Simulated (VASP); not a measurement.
Here is a VASP 6.6.1 calculation.

INCAR

```
PREC     = Accurate       # precision mode
ENCUT    = 600            # plane-wave cutoff, eV
EDIFF    = 1E-7           # SCF threshold, eV
ISMEAR   = 0              # smearing method
SIGMA    = 0.1            # smearing width, eV
LREAL    = False          # projectors in reciprocal space
LASPH    = True           # aspherical terms in the spheres
NELM     = 80             # most SCF steps
ALGO     = Normal         # electronic algorithm
ISIF     = 3              # what is computed and relaxed
LWAVE    = False          # write WAVECAR
LCHARG   = False          # write CHGCAR
GGA      = PE             # functional
IBRION   = 2              # ionic algorithm
NSW      = 90             # ionic steps
EDIFFG   = -0.04          # ionic threshold
```

KPOINTS

```
regular mesh
0
Gamma
  3 3 4
```

The input POSCAR:

```
Sn3Te2O
1.0
    6.2836170200      0.0000000000      0.0000000000
   -3.1418085100      5.4417719700      0.0000000000
    0.0000000000      0.0000000000      4.4134212800
Sn Te O
3 2 1
Direct
    0.5000000000      0.5000000000      0.4595159900
    0.5000000000      0.0000000000      0.4595159900
    0.0000000000      0.5000000000      0.4595159900
    0.6666666700      0.3333333300      0.9631379800
    0.3333333300      0.6666666700      0.9631379800
    0.0000000000      0.0000000000      0.8888130200
```

Potentials or basis: VASP PAW PBE potentials, release 64 (Sn_d, Te, O).

Command:

```sh
$ cat potpaw_PBE.64/Sn_d/POTCAR potpaw_PBE.64/Te/POTCAR potpaw_PBE.64/O/POTCAR > POTCAR
$ mpirun -np 1 vasp_std > vasp.out
```

What does it give for the relaxed volume?

33.28 Å³/atom.

Estimate the band gap on the k mesh.

zero (bands 30 and 31 overlap by 0.05 eV).

Predict the relaxed cell.

a = 6.447 Å, b = 6.447 Å, c = 5.547 Å, α = 90.00°, β = 90.00°, γ = 120.00°.

What does it give for the space group after relaxing (to 0.1 Å)?

P6mm (No. 183).

Forces in eV/Å, atoms in the order of the input:
```
Sn   0.000  0.000  0.008
Sn   0.000  0.000  0.008
Sn   0.000  0.000  0.008
Te   0.000  0.000 -0.015
Te   0.000  0.000 -0.015
O    0.000  0.000  0.006
```

Caveat: the k points lie up to 0.38 Å⁻¹ apart in the final cell; the volume moved by over 15 % at a fixed basis, so the end points are rough; semilocal functionals underestimate gaps, so a narrow gap can read as zero; spin-orbit coupling is left out, which moves the levels of the heavy elements.
